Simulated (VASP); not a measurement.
# Al3GaAs4 (P-43m) in VASP: further runs

Al3GaAs4 is run at these levels: PBE; tasks: single point, relaxation of cell and atoms.

All numbers are computed with VASP 6.6.1; they aren't measurements. Logs are shortened: lines on timing, memory, paths and dates and some standing lists are left out, and cuts for length are marked.

**1. The cell of the first run**

Symmetry: P-43m, No. 215, cubic system. Conventional cell: a = 5.733 Å, b = 5.733 Å, c = 5.733 Å, α = 90.00°, β = 90.00°, γ = 90.00°. Within 3.3 Å of Al (site symmetry -42m) lie 4 As at 2.48 Å. Ga (site symmetry -43m) has 4 As at 2.49 Å within 3.3 Å. As (site symmetry 3m) has 3 Al at 2.48 Å and 1 Ga at 2.49 Å within 3.3 Å.

**2. Single point, PBE**

Contents of INCAR:

```
PREC     = Accurate       # precision mode
ENCUT    = 520            # plane-wave cutoff, eV
EDIFF    = 1E-7           # SCF threshold, eV
ISMEAR   = 0              # smearing method
SIGMA    = 0.02           # smearing width, eV
LREAL    = F              # projectors in reciprocal space
LASPH    = T              # aspherical terms in the spheres
NELM     = 100            # most SCF steps
ALGO     = Normal         # electronic algorithm
ISIF     = 2              # what is computed and relaxed
LWAVE    = F              # write WAVECAR
LCHARG   = F              # write CHGCAR
GGA      = PE             # functional
NBANDS   = 31             # bands
```

Contents of KPOINTS:

```
Automatic mesh
0
Gamma
  6 6 6
```

Contents of POSCAR:

```
Al3GaAs4
1.0
    5.7327687881      0.0000000000      0.0000000000
    0.0000000000      5.7327687881      0.0000000000
    0.0000000000      0.0000000000      5.7327687881
Al Ga As
3 1 4
Direct
    0.0000000000      0.5000000000      0.5000000000
    0.5000000000      0.5000000000      0.0000000000
    0.5000000000      0.0000000000      0.5000000000
    0.0000000000      0.0000000000      0.0000000000
    0.7491207739      0.7491207739      0.2508792261
    0.7491207739      0.2508792261      0.7491207739
    0.2508792261      0.7491207739      0.7491207739
    0.2508792261      0.2508792261      0.2508792261
```

Potentials or basis: VASP PAW PBE potentials, release 64 (Al, Ga_d, As).

Command:

```bash
> cat potpaw_PBE.64/Al/POTCAR potpaw_PBE.64/Ga_d/POTCAR potpaw_PBE.64/As/POTCAR > POTCAR
> mpirun -np 1 vasp_std > vasp.out
```

OUTCAR:

```text
PREC = Accurate
   ENCUT = 520
   EDIFF = 1E-7
   ISMEAR = 0
   LREAL = F
   LASPH = T
   NELM = 100
   ISIF = 2
   GGA = PE

 ion  position               nearest neighbor table
   1  0.000  0.500  0.500-   5 2.48   6 2.48   7 2.48   8 2.48
   2  0.500  0.500  0.000-   5 2.48   6 2.48   7 2.48   8 2.48
   3  0.500  0.000  0.500-   5 2.48   6 2.48   7 2.48   8 2.48
   4  0.000  0.000  0.000-   5 2.49   6 2.49   7 2.49   8 2.49
   5  0.749  0.749  0.251-   1 2.48   2 2.48   3 2.48   4 2.49
   6  0.749  0.251  0.749-   1 2.48   2 2.48   3 2.48   4 2.49
   7  0.251  0.749  0.749-   1 2.48   2 2.48   3 2.48   4 2.49
   8  0.251  0.251  0.251-   1 2.48   2 2.48   3 2.48   4 2.49

  LATTYP: Found a simple cubic cell.
 ALAT       =     5.7327687881

  Lattice vectors:

 A1 = (   5.7327687881,   0.0000000000,   0.0000000000)
 A2 = (   0.0000000000,   5.7327687881,   0.0000000000)
 A3 = (   0.0000000000,   0.0000000000,   5.7327687881)

Analysis of symmetry for initial positions (statically):
=====================================================================
 Subroutine PRICEL returns:
 Original cell was already a primitive cell.

 Routine SETGRP: Setting up the symmetry group for a
 simple cubic supercell.

 Subroutine GETGRP returns: Found 24 space group operations
 (whereof 24 operations were pure point group operations)
 out of a pool of 48 trial point group operations.

The static configuration has the point symmetry T_d .

Analysis of symmetry for dynamics (positions and initial velocities):
=====================================================================
 Subroutine PRICEL returns:
 Original cell was already a primitive cell.

 Routine SETGRP: Setting up the symmetry group for a
 simple cubic supercell.

 Subroutine GETGRP returns: Found 24 space group operations
 (whereof 24 operations were pure point group operations)
 out of a pool of 48 trial point group operations.

The dynamic configuration has the point symmetry T_d .

 Subroutine INISYM returns: Found 24 space group operations
 (whereof 24 operations are pure point group operations),
 and found     1 'primitive' translations

----------------------------------------------------------------------------------------

                                     Primitive cell

  volume of cell :     188.4054

  direct lattice vectors                    reciprocal lattice vectors
     5.732768788  0.000000000  0.000000000     0.174435781  0.000000000  0.000000000
     0.000000000  5.732768788  0.000000000     0.000000000  0.174435781  0.000000000
     0.000000000  0.000000000  5.732768788     0.000000000  0.000000000  0.174435781

  length of vectors
     5.732768788  5.732768788  5.732768788     0.174435781  0.174435781  0.174435781

  position of ions in fractional coordinates (direct lattice)
     0.000000000  0.500000000  0.500000000
     0.500000000  0.500000000  0.000000000
     0.500000000  0.000000000  0.500000000
     0.000000000  0.000000000  0.000000000
     0.749120774  0.749120774  0.250879226
     0.749120774  0.250879226  0.749120774
     0.250879226  0.749120774  0.749120774
     0.250879226  0.250879226  0.250879226

  ion indices of the primitive-cell ions
   primitive index   ion index
                 1           1
                 2           2
                 3           3
                 4           4
                 5           5
                 6           6
                 7           7
                 8           8

----------------------------------------------------------------------------------------

 KPOINTS: Automatic mesh

Automatic generation of k-mesh.
 Grid dimensions read from file:
 generate k-points for:    6    6    6

 Generating k-lattice:

  Cartesian coordinates                     Fractional coordinates (reciprocal lattice)
     0.029072630  0.000000000  0.000000000     0.166666667  0.000000000  0.000000000
     0.000000000  0.029072630  0.000000000     0.000000000  0.166666667  0.000000000
     0.000000000  0.000000000  0.029072630     0.000000000  0.000000000  0.166666667

  Length of vectors
     0.029072630  0.029072630  0.029072630

  Shift w.r.t. Gamma in fractional coordinates (k-lattice)
     0.000000000  0.000000000  0.000000000

 Subroutine IBZKPT returns following result:
 ===========================================

 Found     20 irreducible k-points:

 Following reciprocal coordinates:
            Coordinates               Weight
  0.000000  0.000000  0.000000      1.000000
  0.166667  0.000000  0.000000      6.000000
  0.333333  0.000000  0.000000      6.000000
  0.500000  0.000000  0.000000      3.000000
  0.166667  0.166667  0.000000     12.000000
  0.333333  0.166667  0.000000     24.000000
[... 12 lines left out ...]
  0.500000  0.500000  0.333333      6.000000
  0.500000  0.500000  0.500000      1.000000
   k-points           NKPTS =     20   k-points in BZ     NKDIM =     20   number of bands    NBANDS=     31
   number of dos      NEDOS =    301   number of ions     NIONS =      8
   total plane-waves  NPLWV = 110592
   dimension x,y,z NGX =    48 NGY =   48 NGZ =   48
   dimension x,y,z NGXF=    96 NGYF=   96 NGZF=   96
   ions per type =               3   1   4
   NGX,Y,Z   is equivalent  to a cutoff of  13.92, 13.92, 13.92 a.u.
   NGXF,Y,Z  is equivalent  to a cutoff of  27.84, 27.84, 27.84 a.u.
 SYSTEM =  unknown system
   PREC   = accura    normal or accurate (medium, high low for compatibility)
   ISTART =      0    job   : 0-new  1-cont  2-samecut
   ICHARG =      2    charge: 1-file 2-atom 10-const
   ISPIN  =      1    spin polarized calculation?
   LNONCOLLINEAR =      F non collinear calculations
   LSORBIT =      F    spin-orbit coupling
   LASPH  =      T    aspherical Exc in radial PAW
   ENCUT  =  520.0 eV  38.22 Ry    6.18 a.u.  10.66 10.66 10.66*2*pi/ulx,y,z
   NELM   =    100;   NELMIN=  2; NELMDL= -5     # of ELM steps
   EDIFF  = 0.1E-06   stopping-criterion for ELM
   LREAL  =      F    real-space projection
   EDIFFG = 0.1E-05   stopping-criterion for IOM
   NSW    =      0    number of steps for IOM
   IBRION =     -1    ionic relax: 0-MD 1-quasi-New 2-CG
   NFREE  =      0    steps in history (QN), initial steepest desc. (CG)
   ISIF   =      2    stress and relaxation
   ISYM   =      2    0-nonsym 1-usesym 2-fastsym
   POTIM  = 0.5000    time-step for ionic-motion
   TEBEG  =    0.0;   TEEND  =   0.0 temperature during run
   PSTRESS=    0.0 pullay stress
   NELECT =      42.0000    total number of electrons
   NUPDOWN=      -1.0000    fix difference up-down
   EMIN   =  10.00;   EMAX   =-10.00  energy-range for DOS
   EFERMI =   0.00;   METHOD = LEGACY
   ISMEAR =     0;   SIGMA  =   0.02  broadening in eV -4-tet -1-fermi 0-gaus
   EFERMI_NEDOS =   21; number of points for ismear=-14 and -15
   IALGO  =     38    algorithm
   IMIX   =      4    mixing-type and parameters
     AMIX     =   0.40;   BMIX     =  1.00
     AMIX_MAG =   1.60;   BMIX_MAG =  1.00
  volume/ion in A,a.u.               =      23.55       158.93
  Fermi-wavevector in a.u.,A,eV,Ry     =   0.992644  1.875825 13.406392  0.985342
  Thomas-Fermi vector in A             =   2.124470
   LORBIT       =      0    0 simple, 1 ext, 2 COOP (PROOUT), +10 PAW based schemes
   GGA     = PE    functional components
   LHFCALC =     F    Hartree Fock is set to
   AEXX    =    0.0000 exact exchange contribution
   IVDW    =     0    specifies the selected vdW correction
   LEPSILON=     F    determine dielectric tensor
   LRPA    =     F    only Hartree local field effects (RPA)
 non-spin polarized calculation
 Gauss-broadening in eV      SIGMA  =   0.02
  energy-cutoff  :      520.00
  volume of cell :      188.41
 maximum number of plane-waves:      5112
 NGX is ok and might be reduce to    48
   NGX = 21   NGY = 21   NGZ = 21

 number of electron      42.0000017 magnetization

 Free energy of the ion-electron system (eV)
  ---------------------------------------------------
  ext. energy  EPLUGINS =         0.00000000
  ---------------------------------------------------
  free energy    TOTEN  =       -36.42331171 eV

  energy without entropy =      -36.42331171  energy(sigma->0) =      -36.42331171

 E-fermi :   3.6463     XC(G=0):  -9.0224

 val. band max:        3.5508562718   @ k =   0.0000   0.0000   0.0000
 cond. band min:       4.5800589506   @ k =   0.5000   0.5000   0.5000
 fundamental gap:      1.0292026788
 Fermi energy:         3.6462813765

 k-point     1 :       0.0000    0.0000    0.0000
  band No.  band energies     occupation
      1     -10.9036      2.00000
      2     -10.9036      2.00000
      3     -10.9036      2.00000
      4     -10.8373      2.00000
      5     -10.8373      2.00000
      6      -8.2894      2.00000
[... 23 lines left out ...]
     30       7.6587      0.00000
     31       7.6587      0.00000

 k-point     2 :       0.1667    0.0000    0.0000
  band No.  band energies     occupation
      1     -10.9041      2.00000
      2     -10.9039      2.00000
      3     -10.9039      2.00000
      4     -10.8373      2.00000
      5     -10.8371      2.00000
      6      -8.1989      2.00000
[... 23 lines left out ...]
     30       8.0440      0.00000
     31       8.0440      0.00000

 k-point     3 :       0.3333    0.0000    0.0000
  band No.  band energies     occupation
      1     -10.9050      2.00000
      2     -10.9043      2.00000
      3     -10.9043      2.00000
      4     -10.8372      2.00000
      5     -10.8367      2.00000
      6      -7.9356      2.00000
[... 23 lines left out ...]
     30       8.9767      0.00000
     31       8.9767      0.00000

 k-point     4 :       0.5000    0.0000    0.0000
  band No.  band energies     occupation
      1     -10.9054      2.00000
      2     -10.9046      2.00000
      3     -10.9046      2.00000
      4     -10.8372      2.00000
      5     -10.8365      2.00000
      6      -7.5806      2.00000
[... 23 lines left out ...]
     30       9.0596      0.00000
     31       9.0596      0.00000

 k-point     5 :       0.1667    0.1667    0.0000
  band No.  band energies     occupation
      1     -10.9045      2.00000
      2     -10.9041      2.00000
      3     -10.9041      2.00000
      4     -10.8372      2.00000
      5     -10.8370      2.00000
      6      -8.1105      2.00000
[... 23 lines left out ...]
     30       7.8374      0.00000
     31       8.4569      0.00000
[... 406 lines left out ...]
     30       8.3428      0.00000
     31       9.1674      0.00000

 k-point    18 :       0.5000    0.3333    0.3333
  band No.  band energies     occupation
      1     -10.9068      2.00000
      2     -10.9064      2.00000
      3     -10.9063      2.00000
      4     -10.8363      2.00000
      5     -10.8361      2.00000
      6      -7.1384      2.00000
[... 23 lines left out ...]
     30       8.5796      0.00000
     31       8.7418      0.00000

 k-point    19 :       0.5000    0.5000    0.3333
  band No.  band energies     occupation
      1     -10.9070      2.00000
      2     -10.9067      2.00000
      3     -10.9067      2.00000
      4     -10.8362      2.00000
      5     -10.8360      2.00000
      6      -7.0335      2.00000
[... 23 lines left out ...]
     30       8.3221      0.00000
     31       8.3454      0.00000

 k-point    20 :       0.5000    0.5000    0.5000
  band No.  band energies     occupation
      1     -10.9071      2.00000
      2     -10.9071      2.00000
      3     -10.9071      2.00000
      4     -10.8360      2.00000
      5     -10.8360      2.00000
      6      -7.0152      2.00000
[... 23 lines left out ...]
     30       8.1437      0.00000
     31       8.1437      0.00000

------------------------ aborting loop because EDIFF is reached ----------------------------------------

  FORCE on cell =-STRESS in cart. coord.  units (eV):
  Direction    XX          YY          ZZ          XY          YZ          ZX
  --------------------------------------------------------------------------------------
  -------------------------------------------------------------------------------------
  Total        0.1998332      0.1998332      0.1998332      0.0000000      0.0000000      0.0000000
  in kB        1.6993581      1.6993581      1.6993581      0.0000000      0.0000000      0.0000000
  external PRESSURE =       1.6993581 kB  Pullay stress =       0.0000000 kB

 VOLUME and BASIS-vectors are now :
 -----------------------------------------------------------------------------
  energy-cutoff  :      520.00
  volume of cell :      188.41
      direct lattice vectors                 reciprocal lattice vectors
     5.732768788  0.000000000  0.000000000     0.174435781  0.000000000  0.000000000
     0.000000000  5.732768788  0.000000000     0.000000000  0.174435781  0.000000000
     0.000000000  0.000000000  5.732768788     0.000000000  0.000000000  0.174435781

 POSITION                                       TOTAL-FORCE (eV/Angst)
 -----------------------------------------------------------------------------------
      0.00000      2.86638      2.86638         0.000000      0.000000      0.000000
      2.86638      2.86638      0.00000         0.000000      0.000000      0.000000
      2.86638      0.00000      2.86638         0.000000      0.000000      0.000000
      0.00000      0.00000      0.00000         0.000000      0.000000      0.000000
      4.29454      4.29454      1.43823        -0.002412     -0.002412      0.002412
      4.29454      1.43823      4.29454        -0.002412      0.002412     -0.002412
      1.43823      4.29454      4.29454         0.002412     -0.002412     -0.002412
      1.43823      1.43823      1.43823         0.002412      0.002412      0.002412
 -----------------------------------------------------------------------------------
    total drift:                                0.000000      0.000000     -0.000000

  FREE ENERGIE OF THE ION-ELECTRON SYSTEM (eV)
  ---------------------------------------------------
  free  energy   TOTEN  =       -36.4233117094 eV

  energy  without entropy=      -36.4233117094  energy(sigma->0) =      -36.42331171
```

It took 2.1 min on 1 thread of Intel Xeon Platinum 8375C at 2.90GHz (Ice Lake), shared host; peak memory 0.39 GiB.

Results:

- Free energy: -36.4233 eV
- Pressure: 0.2 GPa
- Largest force: 0.004 eV/Å
- Band gap on the k mesh: 1.03 eV, indirect (least direct gap 1.17 eV)

Forces in eV/Å, atoms in the order of the input:
```
Al   0.000  0.000  0.000
Al   0.000  0.000  0.000
Al   0.000  0.000  0.000
Ga   0.000  0.000  0.000
As  -0.002 -0.002  0.002
As  -0.002  0.002 -0.002
As   0.002 -0.002 -0.002
As   0.002  0.002  0.002
```

A k mesh can miss the band edges. As with any semilocal functional, this PBE gap is likely too small.

**3. Relaxation of cell and atoms, PBE**

This run uses another cell than the first one, of 23.47 Å³/atom, 0.997 times its volume.

Contents of INCAR:

```
SYSTEM = Al3GaAs4
ALGO = Normal
EDIFF = 1E-6
EDIFFG = -0.01
ENCUT = 600
GGA = PE
IBRION = 2
ISIF = 3
ISMEAR = 0
LASPH = .TRUE.
LCHARG = .FALSE.
LREAL = .FALSE.
LWAVE = .FALSE.
NELM = 100
NSW = 100
PREC = Accurate
SIGMA = 0.02
```

Contents of KPOINTS:

```
k-points
0
G
  6 6 6
  0 0 0
```

Contents of POSCAR:

```
Al3GaAs4
1.0
    5.7263239577      0.0000000000      0.0000000000
    0.0000000000      5.7263239577      0.0000000000
    0.0000000000      0.0000000000      5.7263239577
Al Ga As
3 1 4
Direct
    0.0000000000      0.5000000000      0.5000000000
    0.5000000000      0.5000000000      0.0000000000
    0.5000000000      0.0000000000      0.5000000000
    0.0000000000      0.0000000000      0.0000000000
    0.7490098747      0.7490098747      0.2509901253
    0.7490098747      0.2509901253      0.7490098747
    0.2509901253      0.7490098747      0.7490098747
    0.2509901253      0.2509901253      0.2509901253
```

Potentials or basis: VASP PAW PBE potentials, release 64 (Al, Ga_d, As).

Command:

```bash
> cat potpaw_PBE.64/Al/POTCAR potpaw_PBE.64/Ga_d/POTCAR potpaw_PBE.64/As/POTCAR > POTCAR
> mpirun -np 1 vasp_std > vasp.out
```

It took 3.3 min on 1 thread of Intel Xeon Platinum 8375C at 2.90GHz (Ice Lake), shared host; peak memory 0.42 GiB.

The run converged. Its results:

| Property | Result |
| --- | --- |
| Free energy | -36.4236 eV |
| Relaxed volume | 23.61 Å³/atom |
| Relaxed cell | a = 5.737 Å, b = 5.737 Å, c = 5.737 Å, α = 90.00°, β = 90.00°, γ = 90.00° |
| Space group after relaxing (to 0.05 Å) | P-43m (No. 215) |
| Energy gained by relaxing | 0.2 meV/atom |
| Ionic steps | 3 |
| Pressure after relaxing | 0.0 GPa |
| Largest force after relaxing | 0.004 eV/Å |
| Band gap on the k mesh | 1.02 eV, indirect (least direct gap 1.15 eV) |

Forces in eV/Å, atoms in the order of the input:
```
Al   0.000  0.000  0.000
Al   0.000  0.000  0.000
Al   0.000  0.000  0.000
Ga   0.000  0.000  0.000
As   0.002  0.002 -0.002
As   0.002 -0.002  0.002
As  -0.002  0.002  0.002
As  -0.002 -0.002 -0.002
```

The path:
```
step  energy change (eV)  largest force (eV/Å)  pressure (GPa)  volume (Å³)
   1              0.0000                0.0091            0.41       187.77
   2             -0.0011                0.0017           -0.18       189.39
   3             -0.0013                0.0042            0.00       188.86
```

Final structure:
```yaml
crystal:
  lattice:
    - [5.73738, 0.00000, 0.00000]
    - [0.00000, 5.73738, 0.00000]
    - [0.00000, 0.00000, 5.73738]
  atoms:
    - { symbol: Al, position: [0.00000, 0.50000, 0.50000] }
    - { symbol: Al, position: [0.50000, 0.50000, 0.00000] }
    - { symbol: Al, position: [0.50000, 0.00000, 0.50000] }
    - { symbol: Ga, position: [0.00000, 0.00000, 0.00000] }
    - { symbol: As, position: [0.74904, 0.74904, 0.25096] }
    - { symbol: As, position: [0.74904, 0.25096, 0.74904] }
    - { symbol: As, position: [0.25096, 0.74904, 0.74904] }
    - { symbol: As, position: [0.25096, 0.25096, 0.25096] }
```

Levels at points of the mesh, in eV from the valence-band top:
```tsv
k point	band 19	band 20	band 21	band 22	band 23	band 24
(0.00, 0.00, 0.00)	0.00	0.00	0.00	1.15	1.54	1.54
(0.50, 0.00, 0.00)	-1.39	-1.30	-1.30	2.30	2.54	3.44
(0.50, 0.50, 0.00)	-0.90	-0.90	-0.90	2.80	3.23	3.23
(0.50, 0.50, 0.50)	-0.79	-0.79	-0.79	1.02	1.97	1.97
```

A k mesh can miss the band edges. Expect the measured gap to be larger: semilocal functionals such as PBE lack the derivative discontinuity.

[end of part 1 of 2]
